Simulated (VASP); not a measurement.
The system is MnSi.

```
Mn Si
1.0
     4.48425    0.00000    0.00000
     0.00000    4.48425    0.00000
     0.00000    0.00000    4.48425
Mn Si
4 4
Direct
  0.36354 0.13646 0.86354
  0.13646 0.86354 0.36354
  0.86354 0.36354 0.13646
  0.63646 0.63646 0.63646
  0.65422 0.84578 0.15422
  0.84578 0.15422 0.65422
  0.15422 0.65422 0.84578
  0.34578 0.34578 0.34578
```

```yaml
Program: VASP 6.6.1
Task: relaxation of cell and atoms
Functional: LDA
Potentials_or_basis: VASP PAW LDA potentials, release 64 (Mn_pv, Si)
Cutoff: 600 eV
k_mesh: 4 × 4 × 4
Occupations: gaussian, width 0.1 eV
Spin: no spin polarisation
```

At the start: pressure -9.5 GPa; volume 11.27 Å³/atom.

**Question.** Where does the relaxation end?

**Answer.** Over 5 steps the energy falls by 14.4 meV/atom and the volume is 10.81 Å³/atom (-4.1 %); space group P2_13 (No. 198, to 0.1 Å) before and after.

The path:
| step | energy change (eV) | largest force (eV/Å) | pressure (GPa) | volume (Å³) |
| --- | --- | --- | --- | --- |
| 1 | 0.0000 | 0.1004 | -9.52 | 90.17 |
| 2 | 0.1282 | 0.4400 | 16.71 | 81.71 |
| 3 | -0.1117 | 0.1856 | -0.13 | 86.61 |
| 4 | -0.1118 | 0.1888 | 0.08 | 86.54 |
| 5 | -0.1154 | 0.0384 | 0.05 | 86.46 |

Final structure:
```
Mn Si
1.0
     4.42190    0.00000    0.00000
     0.00000    4.42190    0.00000
     0.00000    0.00000    4.42190
Mn Si
4 4
Direct
  0.36242 0.13758 0.86242
  0.13758 0.86242 0.36242
  0.86242 0.36242 0.13758
  0.63758 0.63758 0.63758
  0.65466 0.84534 0.15466
  0.84534 0.15466 0.65466
  0.15466 0.65466 0.84534
  0.34534 0.34534 0.34534
```

Caveat: the run has no spin polarisation, though such a crystal can be magnetic; the relaxation stopped at a loose force limit of 0.05 eV/Å, so its end isn't a converged minimum.
